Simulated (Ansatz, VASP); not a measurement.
One calculation of Ga3Sb, two programs

The input INCAR:

```
SYSTEM = Ga3Sb
ALGO = Normal
EDIFF = 1E-6
ENCUT = 500
GGA = PS
GGA_COMPAT = .FALSE.
ISIF = 2
ISMEAR = 0
LASPH = .TRUE.
LCHARG = .FALSE.
LREAL = .FALSE.
LWAVE = .FALSE.
NBANDS = 54
NELM = 120
PREC = Accurate
SIGMA = 0.15
```

The input KPOINTS:

```
k-points
0
G
  8 8 6
  0 0 0
```

POSCAR

```
Ga3Sb
1.0
    2.1293141421     -2.1293141421     -4.5452890665
    2.1293141421     -2.1293141421      4.5452890665
   -4.2586282843     -4.2586282843      0.0000000000
Ga Sb
6 2
Direct
    0.0000000000      0.5000000000      0.2500000000
    0.5000000000      0.0000000000      0.7500000000
    0.5000000000      0.0000000000      0.2500000000
    1.0000000000      0.5000000000      0.7500000000
    0.5000000000      0.5000000000      0.0000000000
    0.0000000000      0.0000000000      0.5000000000
    0.0000000000      0.0000000000      0.0000000000
    0.5000000000      0.5000000000      0.5000000000
```

Input for Ansatz:

```yaml
crystal:
  lattice:
    - [2.1293141421, -2.1293141421, -4.5452890665]
    - [2.1293141421, -2.1293141421, 4.5452890665]
    - [-4.2586282843, -4.2586282843, 0.0]
  atoms:
    - { symbol: Ga, position: [0.0, 0.5, 0.25] }
    - { symbol: Ga, position: [0.5, 0.0, 0.75] }
    - { symbol: Ga, position: [0.5, 0.0, 0.25] }
    - { symbol: Ga, position: [1.0, 0.5, 0.75] }
    - { symbol: Ga, position: [0.5, 0.5, 0.0] }
    - { symbol: Ga, position: [0.0, 0.0, 0.5] }
    - { symbol: Sb, position: [0.0, 0.0, 0.0] }
    - { symbol: Sb, position: [0.5, 0.5, 0.5] }
basis:
  ecutwfc: 420
kpoints:
  mp_grid: { grid: [8, 8, 6] }
hamiltonian:
  xc: pbesol
scf:
  occupations: { method: gaussian, width: 0.15 }
output:
  forces: true
  stress: true
  eigenvalues: true
```

Alike in both runs: task single point; functional PBEsol; k mesh 8 × 8 × 6; occupations gaussian, width 0.15 eV; no spin polarisation.

|  | VASP | Ansatz |
| --- | --- | --- |
| version | VASP 6.6.1 | Ansatz 0.2.0 |
| potentials or method | VASP PAW PBE potentials, release 64 (Ga_d, Sb), cutoff 500 eV | scalar-relativistic, plane waves, PAW |
| valence electrons in the cell | 88 | 108 |

Ansatz gave:

| Item | Value |
| --- | --- |
| gap on the k mesh at the Fermi level (eV) | none |
| pressure (GPa) | 0.1 |
| traceless stress, the component that is largest in VASP (GPa) | -0.24 |

What did VASP give for the same quantities?

gap on the k mesh at the Fermi level (eV): none; pressure (GPa): 0.2; traceless stress, the component that is largest in VASP (GPa): -0.24.

VASP's potentials were made for PBE, not for PBEsol. A gap of «none» marks a metal or a gap that the smearing closes. VASP's potentials hold 88 valence electrons a cell and Ansatz's 108, so a difference there can come from the potentials and not from the codes.

Neither program's run includes spin-orbit coupling.
